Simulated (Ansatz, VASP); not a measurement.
Two plane-wave programs on Sb

File INCAR:

```
SYSTEM = Sb
ALGO = Normal
EDIFF = 1E-6
EDIFFG = -0.01
ENCUT = 600
GGA = PE
IBRION = 2
ISIF = 3
ISMEAR = 0
LASPH = .TRUE.
LCHARG = .FALSE.
LREAL = .FALSE.
LWAVE = .FALSE.
NELM = 60
NSW = 100
PREC = Accurate
SIGMA = 0.1
```

File KPOINTS:

```
k-points
0
G
  18 18 10
  0 0 0
```

Contents of POSCAR:

```
Sb
1.0
    3.3071827142      0.0000000000      0.0000000000
   -1.6535913571      2.8641042454      0.0000000000
    0.0000000000      0.0000000000      6.4973612862
Sb
2
Direct
    0.0000000000      0.0000000000      0.2208287520
    0.0000000000      0.0000000000      0.7791712480
```

Input for Ansatz:

```yaml
crystal:
  lattice:
    - [3.3071827142, 0.0, 0.0]
    - [-1.6535913571, 2.8641042454, 0.0]
    - [0.0, 0.0, 6.4973612862]
  atoms:
    - { symbol: Sb, position: [0.0, 0.0, 0.220828752] }
    - { symbol: Sb, position: [0.0, 0.0, 0.779171248] }
basis:
  ecutwfc: 420
kpoints:
  mp_grid: { grid: [18, 18, 10] }
hamiltonian:
  xc: pbe
scf:
  occupations: { method: gaussian, width: 0.1 }
output:
  forces: true
  stress: true
  eigenvalues: true
  write_density: true
  write_potential: true
  elf: true
  volumetric_format: npy
relax:
  adjacent_minimum: "off"
  f_tol: 0.01
  max_steps: 80
  cell: { stress_tol: 0.05 }
```

Alike in both runs: task relaxation of cell and atoms; functional PBE; k mesh 18 × 18 × 10; occupations gaussian, width 0.1 eV; no spin polarisation.

|  | VASP | Ansatz |
| --- | --- | --- |
| version | VASP 6.6.1 | Ansatz 0.2.0 |
| potentials or method | VASP PAW PBE potentials, release 64 (Sb), cutoff 600 eV | scalar-relativistic, plane waves, PAW |
| valence electrons in the cell | 10 | 30 |

|  | VASP | Ansatz | Ansatz less VASP |
| --- | --- | --- | --- |
| gap on the k mesh at the Fermi level, each at its own relaxed structure (eV) | none | none | - |
| relaxed volume (Å³/atom) | 29.11 | 29.15 | +0.038 |
| relaxed length of the cell vector where the two differ most in proportion (Å) | 3.280 | 3.281 | +0.0018 |

A gap of «none» marks a metal or a gap that the smearing closes. VASP's potentials hold 10 valence electrons a cell and Ansatz's 30, so a difference there can come from the potentials and not from the codes.

Neither program's run includes spin-orbit coupling.
